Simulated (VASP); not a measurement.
# WS2 (P6/mmm) in VASP: a series of runs

Runs on WS2. Level: PBE. Tasks: single point.

All numbers are computed with VASP 6.6.1; they aren't measurements. Logs are shortened: lines on timing, memory, paths and dates and some standing lists are left out, and cuts for length are marked.

**1. The cell of the first run**

Symmetry: P6/mmm, No. 191, hexagonal system. Conventional cell: a = 4.352 Å, b = 4.352 Å, c = 2.963 Å, α = 90.00°, β = 90.00°, γ = 120.00°. Within 3.3 Å of W (site symmetry 6/mmm) lie 6 S at 2.51 Å and 2 W at 2.96 Å. Within 3.3 Å of S (site symmetry -6m2) lie 3 W at 2.51 Å and 5 S at 2.51 to 2.96 Å.

**2. Single point, PBE**

Contents of INCAR:

```
PREC = Accurate ; ENCUT = 520
EDIFF = 1E-6 ; ISMEAR = 0
SIGMA = 0.1 ; LREAL = False
LASPH = True ; NELM = 60
ALGO = Normal ; ISIF = 2
LWAVE = False ; LCHARG = True
GGA = PE ; LELF = True
LVHAR = True ; NBANDS = 20
```

Contents of KPOINTS:

```
Automatic mesh
0
Gamma
  12 12 16
```

Contents of POSCAR:

```
WS2
1.0
    4.3516445656      0.0000000000      0.0000000000
   -2.1758222828      3.7686347421      0.0000000000
    0.0000000000      0.0000000000      2.9632869610
W S
1 2
Direct
    0.0000000000      0.0000000000      0.5000000000
    0.3333333333      0.6666666667      0.5000000000
    0.6666666667      0.3333333333      0.5000000000
```

Potentials or basis: VASP PAW PBE potentials, release 64 (W_sv, S).

Launch:

```bash
cat potpaw_PBE.64/W_sv/POTCAR potpaw_PBE.64/S/POTCAR > POTCAR
mpirun -np 1 vasp_std > vasp.out
```

OUTCAR:

```text
PREC = Accurate
   ENCUT = 520
   EDIFF = 1E-6
   ISMEAR = 0
   LREAL = False
   LASPH = True
   NELM = 60
   ISIF = 2
   GGA = PE

 ion  position               nearest neighbor table
   1  0.000  0.000  0.500-   2 2.51   3 2.51   3 2.51   2 2.51   3 2.51   2 2.51
   2  0.333  0.667  0.500-   1 2.51   3 2.51   3 2.51   1 2.51   1 2.51   3 2.51
   3  0.667  0.333  0.500-   2 2.51   1 2.51   2 2.51   1 2.51   1 2.51   2 2.51

  LATTYP: Found a hexagonal cell.
 ALAT       =     4.3516445656
 C/A-ratio  =     0.6809579497

  Lattice vectors:

 A1 = (   4.3516445656,   0.0000000000,   0.0000000000)
 A2 = (  -2.1758222828,   3.7686347421,   0.0000000000)
 A3 = (   0.0000000000,   0.0000000000,   2.9632869610)

Analysis of symmetry for initial positions (statically):
=====================================================================
 Subroutine PRICEL returns:
 Original cell was already a primitive cell.

 Routine SETGRP: Setting up the symmetry group for a
 hexagonal supercell.

 Subroutine GETGRP returns: Found 24 space group operations
 (whereof 24 operations were pure point group operations)
 out of a pool of 24 trial point group operations.

The static configuration has the point symmetry D_6h.

Analysis of symmetry for dynamics (positions and initial velocities):
=====================================================================
 Subroutine PRICEL returns:
 Original cell was already a primitive cell.

 Routine SETGRP: Setting up the symmetry group for a
 hexagonal supercell.

 Subroutine GETGRP returns: Found 24 space group operations
 (whereof 24 operations were pure point group operations)
 out of a pool of 24 trial point group operations.

The dynamic configuration has the point symmetry D_6h.

 Subroutine INISYM returns: Found 24 space group operations
 (whereof 24 operations are pure point group operations),
 and found     1 'primitive' translations

----------------------------------------------------------------------------------------

                                     Primitive cell

  volume of cell :      48.5972

  direct lattice vectors                    reciprocal lattice vectors
     4.351644566  0.000000000  0.000000000     0.229798180  0.132674041  0.000000000
    -2.175822283  3.768634742  0.000000000     0.000000000  0.265348082  0.000000000
     0.000000000  0.000000000  2.963286961     0.000000000  0.000000000  0.337463099

  length of vectors
     4.351644566  4.351644566  2.963286961     0.265348082  0.265348082  0.337463099

  position of ions in fractional coordinates (direct lattice)
     0.000000000  0.000000000  0.500000000
     0.333333333  0.666666667  0.500000000
     0.666666667  0.333333333  0.500000000

  ion indices of the primitive-cell ions
   primitive index   ion index
                 1           1
                 2           2
                 3           3

----------------------------------------------------------------------------------------

 KPOINTS: Automatic mesh

Automatic generation of k-mesh.
 Grid dimensions read from file:
 generate k-points for:   12   12   16

 Generating k-lattice:

  Cartesian coordinates                     Fractional coordinates (reciprocal lattice)
     0.019149848  0.011056170  0.000000000     0.083333333  0.000000000  0.000000000
     0.000000000  0.022112340  0.000000000     0.000000000  0.083333333  0.000000000
     0.000000000  0.000000000  0.021091444     0.000000000  0.000000000  0.062500000

  Length of vectors
     0.022112340  0.022112340  0.021091444

  Shift w.r.t. Gamma in fractional coordinates (k-lattice)
     0.000000000  0.000000000  0.000000000

 Subroutine IBZKPT returns following result:
 ===========================================

 Found    171 irreducible k-points:

 Following reciprocal coordinates:
            Coordinates               Weight
  0.000000  0.000000  0.000000      1.000000
  0.083333  0.000000  0.000000      6.000000
  0.166667  0.000000  0.000000      6.000000
  0.250000  0.000000  0.000000      6.000000
  0.333333  0.000000  0.000000      6.000000
  0.416667  0.000000  0.000000      6.000000
[... 16 lines left out ...]
  0.250000  0.000000  0.062500     12.000000
  0.333333  0.000000  0.062500     12.000000
 [... further k-points ...]
   k-points           NKPTS =    171   k-points in BZ     NKDIM =    171   number of bands    NBANDS=     20
   number of dos      NEDOS =    301   number of ions     NIONS =      3
   total plane-waves  NPLWV =  24576
   dimension x,y,z NGX =    32 NGY =   32 NGZ =   24
   dimension x,y,z NGXF=    64 NGYF=   64 NGZF=   48
   ions per type =               1   2
   NGX,Y,Z   is equivalent  to a cutoff of  12.22, 12.22, 13.46 a.u.
   NGXF,Y,Z  is equivalent  to a cutoff of  24.45, 24.45, 26.93 a.u.
 SYSTEM =  unknown system
   PREC   = accura    normal or accurate (medium, high low for compatibility)
   ISTART =      0    job   : 0-new  1-cont  2-samecut
   ICHARG =      2    charge: 1-file 2-atom 10-const
   ISPIN  =      1    spin polarized calculation?
   LNONCOLLINEAR =      F non collinear calculations
   LSORBIT =      F    spin-orbit coupling
   LASPH  =      T    aspherical Exc in radial PAW
   ENCUT  =  520.0 eV  38.22 Ry    6.18 a.u.   8.09  8.09  5.51*2*pi/ulx,y,z
   NELM   =     60;   NELMIN=  2; NELMDL= -5     # of ELM steps
   EDIFF  = 0.1E-05   stopping-criterion for ELM
   LREAL  =      F    real-space projection
   EDIFFG = 0.1E-04   stopping-criterion for IOM
   NSW    =      0    number of steps for IOM
   IBRION =     -1    ionic relax: 0-MD 1-quasi-New 2-CG
   NFREE  =      0    steps in history (QN), initial steepest desc. (CG)
   ISIF   =      2    stress and relaxation
   ISYM   =      2    0-nonsym 1-usesym 2-fastsym
   POTIM  = 0.5000    time-step for ionic-motion
   TEBEG  =    0.0;   TEEND  =   0.0 temperature during run
   PSTRESS=    0.0 pullay stress
   NELECT =      26.0000    total number of electrons
   NUPDOWN=      -1.0000    fix difference up-down
   EMIN   =  10.00;   EMAX   =-10.00  energy-range for DOS
   EFERMI =   0.00;   METHOD = LEGACY
   ISMEAR =     0;   SIGMA  =   0.10  broadening in eV -4-tet -1-fermi 0-gaus
   EFERMI_NEDOS =   21; number of points for ismear=-14 and -15
   IALGO  =     38    algorithm
   IMIX   =      4    mixing-type and parameters
     AMIX     =   0.40;   BMIX     =  1.00
     AMIX_MAG =   1.60;   BMIX_MAG =  1.00
  volume/ion in A,a.u.               =      16.20       109.32
  Fermi-wavevector in a.u.,A,eV,Ry     =   1.329012  2.511468 24.031600  1.766273
  Thomas-Fermi vector in A             =   2.458206
   LORBIT       =      0    0 simple, 1 ext, 2 COOP (PROOUT), +10 PAW based schemes
   GGA     = PE    functional components
   LHFCALC =     F    Hartree Fock is set to
   AEXX    =    0.0000 exact exchange contribution
   IVDW    =     0    specifies the selected vdW correction
   LEPSILON=     F    determine dielectric tensor
   LRPA    =     F    only Hartree local field effects (RPA)
 non-spin polarized calculation
 Gauss-broadening in eV      SIGMA  =   0.10
  energy-cutoff  :      520.00
  volume of cell :       48.60
 maximum number of plane-waves:      1324
   NGX = 17   NGY = 17   NGZ = 11

 number of electron      26.0000003 magnetization

 Free energy of the ion-electron system (eV)
  ---------------------------------------------------
  ext. energy  EPLUGINS =         0.00000000
  ---------------------------------------------------
  free energy    TOTEN  =       -20.17418683 eV

  energy without entropy =      -20.16697326  energy(sigma->0) =      -20.17058005

 E-fermi :   8.7255     XC(G=0): -11.7291

 val. band max:        8.7249067549   @ k =   0.3333   0.0833   0.5000
 cond. band min:       8.7290092473   @ k =   0.4167   0.0000   0.1875
 fundamental gap:      0.0041024924
 Fermi energy:         8.7254715583

 k-point     1 :       0.0000    0.0000    0.0000
  band No.  band energies     occupation
      1     -65.7227      2.00000
      2     -30.0073      2.00000
      3     -30.0073      2.00000
      4     -29.5061      2.00000
      5      -8.0132      2.00000
      6      -2.4025      2.00000
[... 12 lines left out ...]
     19      15.9634      0.00000
     20      19.1475      0.00000

 k-point     2 :       0.0833    0.0000    0.0000
  band No.  band energies     occupation
      1     -65.7227      2.00000
      2     -30.0085      2.00000
      3     -30.0076      2.00000
      4     -29.5061      2.00000
      5      -7.9434      2.00000
      6      -2.6752      2.00000
[... 12 lines left out ...]
     19      15.9051      0.00000
     20      18.7968      0.00000

 k-point     3 :       0.1667    0.0000    0.0000
  band No.  band energies     occupation
      1     -65.7227      2.00000
      2     -30.0119      2.00000
      3     -30.0083      2.00000
      4     -29.5059      2.00000
      5      -7.7389      2.00000
      6      -3.2652      2.00000
[... 12 lines left out ...]
     19      15.7557      0.00000
     20      17.8257      0.00000

 k-point     4 :       0.2500    0.0000    0.0000
  band No.  band energies     occupation
      1     -65.7227      2.00000
      2     -30.0164      2.00000
      3     -30.0093      2.00000
      4     -29.5058      2.00000
      5      -7.4142      2.00000
      6      -3.9209      2.00000
[... 12 lines left out ...]
     19      15.5755      0.00000
     20      17.1076      0.00000

 k-point     5 :       0.3333    0.0000    0.0000
  band No.  band energies     occupation
      1     -65.7227      2.00000
      2     -30.0210      2.00000
      3     -30.0103      2.00000
      4     -29.5056      2.00000
      5      -6.9959      2.00000
      6      -4.5527      2.00000
[... 12 lines left out ...]
     19      15.3937      0.00000
     20      16.5709      0.00000

 k-point     6 :       0.4167    0.0000    0.0000
  band No.  band energies     occupation
      1     -65.7226      2.00000
      2     -30.0243      2.00000
      3     -30.0110      2.00000
      4     -29.5055      2.00000
      5      -6.5356      2.00000
      6      -5.1209      2.00000
[... 12 lines left out ...]
     19      15.2673      0.00000
     20      15.6406      0.00000

 k-point     7 :       0.5000    0.0000    0.0000
  band No.  band energies     occupation
      1     -65.7226      2.00000
      2     -30.0255      2.00000
      3     -30.0113      2.00000
      4     -29.5055      2.00000
      5      -6.2442      2.00000
      6      -5.4439      2.00000
[... 12 lines left out ...]
     19      14.9922      0.00000
     20      15.2219      0.00000
[... 277 lines left out ...]
 k-point    20 :       0.0000    0.0000    0.0625
  band No.  band energies     occupation
      1     -65.7220      2.00000
      2     -30.0058      2.00000
      3     -30.0058      2.00000
      4     -29.5215      2.00000
      5      -7.9756      2.00000
      6      -2.3664      2.00000
[... 12 lines left out ...]
     19      16.3375      0.00000
     20      19.3033      0.00000

 k-point    21 :       0.0833    0.0000    0.0625
  band No.  band energies     occupation
      1     -65.7220      2.00000
      2     -30.0070      2.00000
      3     -30.0061      2.00000
      4     -29.5214      2.00000
      5      -7.9059      2.00000
      6      -2.6395      2.00000
[... 12 lines left out ...]
     19      16.2826      0.00000
     20      18.9249      0.00000

 k-point    22 :       0.1667    0.0000    0.0625
  band No.  band energies     occupation
      1     -65.7220      2.00000
      2     -30.0104      2.00000
      3     -30.0068      2.00000
      4     -29.5213      2.00000
      5      -7.7015      2.00000
      6      -3.2300      2.00000
[... 12 lines left out ...]
     19      16.1431      0.00000
     20      17.9474      0.00000

 k-point    23 :       0.2500    0.0000    0.0625
  band No.  band energies     occupation
      1     -65.7219      2.00000
      2     -30.0149      2.00000
      3     -30.0078      2.00000
      4     -29.5211      2.00000
      5      -7.3770      2.00000
      6      -3.8859      2.00000
[... 12 lines left out ...]
     19      15.9787      0.00000
     20      17.2504      0.00000

 k-point    24 :       0.3333    0.0000    0.0625
  band No.  band energies     occupation
      1     -65.7219      2.00000
      2     -30.0195      2.00000
      3     -30.0088      2.00000
      4     -29.5210      2.00000
      5      -6.9590      2.00000
      6      -4.5175      2.00000
[... 12 lines left out ...]
     19      15.8053      0.00000
     20      16.6664      0.00000

 [... further k-points ...]

------------------------ aborting loop because EDIFF is reached ----------------------------------------

  FORCE on cell =-STRESS in cart. coord.  units (eV):
  Direction    XX          YY          ZZ          XY          YZ          ZX
  --------------------------------------------------------------------------------------
  -------------------------------------------------------------------------------------
  Total        0.0130403      0.0130403      0.0076031      0.0000000     -0.0000000      0.0000000
  in kB        0.4299188      0.4299188      0.2506621      0.0000000     -0.0000000      0.0000000
  external PRESSURE =       0.3701665 kB  Pullay stress =       0.0000000 kB

 VOLUME and BASIS-vectors are now :
 -----------------------------------------------------------------------------
  energy-cutoff  :      520.00
  volume of cell :       48.60
      direct lattice vectors                 reciprocal lattice vectors
     4.351644566  0.000000000  0.000000000     0.229798180  0.132674041  0.000000000
    -2.175822283  3.768634742  0.000000000     0.000000000  0.265348082  0.000000000
     0.000000000  0.000000000  2.963286961     0.000000000  0.000000000  0.337463099

 POSITION                                       TOTAL-FORCE (eV/Angst)
 -----------------------------------------------------------------------------------
      0.00000      0.00000      1.48164         0.000000      0.000000      0.000000
     -0.00000      2.51242      1.48164         0.000000     -0.000000      0.000000
      2.17582      1.25621      1.48164        -0.000000      0.000000     -0.000000
 -----------------------------------------------------------------------------------
    total drift:                                0.000000     -0.000000      0.000000

  FREE ENERGIE OF THE ION-ELECTRON SYSTEM (eV)
  ---------------------------------------------------
  free  energy   TOTEN  =       -20.1741868327 eV

  energy  without entropy=      -20.1669732621  energy(sigma->0) =      -20.17058005
```

Wall time 1.9 min (1 thread of Intel Xeon Platinum 8375C at 2.90GHz (Ice Lake), shared host); peak memory 0.28 GiB.

What came out:

| Item | Value |
| --- | --- |
| Free energy | -20.1742 eV |
| Pressure | 0.0 GPa |
| Band gap on the k mesh | zero (band 13 reaches 10.23 eV, above the bottom of band 14 at 7.37 eV) |

Caveat: spin-orbit coupling is left out, which moves the levels of the heavy elements.

**3. Single point, PBE, collinear spin, ferromagnetic start**

This run uses another cell than the first one, of 26.32 Å³/atom, 1.625 times its volume.

Contents of INCAR:

```
SYSTEM = WS2
PREC = Accurate
ENCUT = 520
EDIFF = 1E-7
ISMEAR = 0
SIGMA = 0.1
LREAL = .False.
LASPH = .True.
NELM = 150
ALGO = Normal
ISIF = 2
LWAVE = .False.
LCHARG = .False.
ISPIN = 2
MAGMOM = 0.49 0.07 0.07
LORBIT = 11
LMAXMIX = 4
GGA = PE
NBANDS = 24
```

Contents of KPOINTS:

```
Automatic mesh
0
Gamma
  6 6 4
  0 0 0
```

Contents of POSCAR:

```
WS2
1.0
    3.7348456000      0.0000000000      0.0000000000
   -1.8674228000      3.2344711700      0.0000000000
    0.0000000000      0.0000000000      6.5373570800
W S
1 2
Direct
    0.0000000000      0.0000000000      0.5000000000
    0.3333333300      0.6666666700      0.5000000000
    0.6666666700      0.3333333300      0.5000000000
```

Potentials or basis: VASP PAW PBE potentials, release 64 (W_sv, S).

Launch:

```bash
cat potpaw_PBE.64/W_sv/POTCAR potpaw_PBE.64/S/POTCAR > POTCAR
mpirun -np 1 vasp_std > vasp.out
```

Run time: 3.1 min. Hardware: 1 thread of Intel Xeon Platinum 8375C at 2.90GHz (Ice Lake), shared host; peak memory 0.25 GiB.

It converged, with:

```yaml
Free_energy: -13.0315 eV
Pressure: 56.9 GPa
Net_moment: 1.36 μB per cell
Site_moments: W +0.77; S +0.04 μB
Valence_electrons_inside_the_program's_atomic_spheres: W 13.02; S 3.87
```

Stress tensor (GPa, compression positive):
```
85.44  0.00  0.00
 0.00 85.44  0.00
 0.00  0.00 -0.17
```

Levels at points of the mesh, in eV from the Fermi level:
Spin up:
| k point | band 11 | band 12 | band 13 | band 14 | band 15 | band 16 | band 17 | band 18 |
| --- | --- | --- | --- | --- | --- | --- | --- | --- |
| (0.00, 0.00, 0.00) | -0.98 | -0.98 | -0.75 | -0.75 | -0.11 | 4.24 | 5.82 | 6.06 |
| (0.50, 0.00, 0.00) | -3.91 | -2.01 | -0.76 | 1.08 | 2.50 | 3.96 | 4.60 | 4.71 |
| (0.00, 0.00, 0.50) | -0.99 | -0.99 | -0.75 | -0.75 | -0.11 | 3.06 | 6.04 | 6.04 |
| (0.50, 0.00, 0.50) | -3.93 | -2.02 | -0.67 | 1.09 | 2.51 | 3.94 | 4.12 | 5.60 |
Spin down:
```
           k point  band 9  band 10  band 11  band 12  band 13  band 14  band 15  band 16  band 17  band 18
(0.00, 0.00, 0.00)   -7.20    -1.07    -0.61    -0.61    -0.30    -0.30     0.09     4.73     6.29     6.29
(0.50, 0.00, 0.00)   -7.10    -4.97    -3.68    -1.40     0.50     1.19     2.75     4.54     4.83     5.45
(0.00, 0.00, 0.50)   -7.22    -0.79    -0.61    -0.61    -0.30    -0.30     0.08     3.44     6.28     6.28
(0.50, 0.00, 0.50)   -7.11    -4.97    -3.69    -1.41     0.62     1.19     2.75     4.52     4.83     5.87
```

Caveat: spin-orbit coupling is left out, which moves the levels of the heavy elements.

(Part 1 of 2 ends here.)
